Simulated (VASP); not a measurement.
Set up this calculation in VASP 6.6.1, as the native input.

- Task: single point
- Functional: PBE
- Potentials or basis: VASP PAW PBE potentials, release 64 (Cu, Te)
- Cutoff: 520 eV
- k mesh: 6 × 6 × 6
- Occupations: fermi-dirac, width 0.05 eV
- Spin: no spin polarisation
- Dipole correction: no
- Further INCAR settings: ALGO = Normal; EDIFF = 1e-06; NBANDS = 28

The structure of Cu3Te lies in POSCAR:

```
Cu3Te
1.0
    3.9597739302      0.0000000000      0.0000000000
    0.0000000000      3.9597739302      0.0000000000
    0.0000000000      0.0000000000      3.9597739302
Cu Te
3 1
Direct
    0.0000000000      0.5000000000      0.5000000000
    0.5000000000      0.0000000000      0.5000000000
    0.5000000000      0.5000000000      0.0000000000
    0.0000000000      0.0000000000      0.0000000000
```

The input as run:

INCAR

```
ALGO     = Normal         # electronic algorithm
EDIFF    = 1E-6           # SCF threshold, eV
ENCUT    = 520            # plane-wave cutoff, eV
GGA      = PE             # functional
ISIF     = 2              # what is computed and relaxed
ISMEAR   = -1             # smearing method
LASPH    = True           # aspherical terms in the spheres
LCHARG   = False          # write CHGCAR
LREAL    = False          # projectors in reciprocal space
LWAVE    = False          # write WAVECAR
NBANDS   = 28             # bands
NELM     = 100            # most SCF steps
PREC     = Accurate       # precision mode
SIGMA    = 0.05           # smearing width, eV
```

KPOINTS

```
k-points
0
Gamma
  6 6 6
```

Potentials or basis: VASP PAW PBE potentials, release 64 (Cu, Te).

Run with:

```sh
$ cat potpaw_PBE.64/Cu/POTCAR potpaw_PBE.64/Te/POTCAR > POTCAR
$ mpirun -np 1 vasp_std > vasp.out
```

Results of the run:

| Quantity | Value |
| --- | --- |
| Pressure | 0.8 GPa |
| Band gap on the k mesh | zero (an odd number of electrons rules out a gap without spin polarisation) |

Caveat: spin-orbit coupling is left out, which moves the levels of the heavy elements.

Wall time 34 s on 1 thread of Intel(R) Xeon(R) Platinum 8259CL CPU @ 2.50GHz (Skylake/Cascade Lake), with other jobs on the host, peak memory 0.18 GiB.
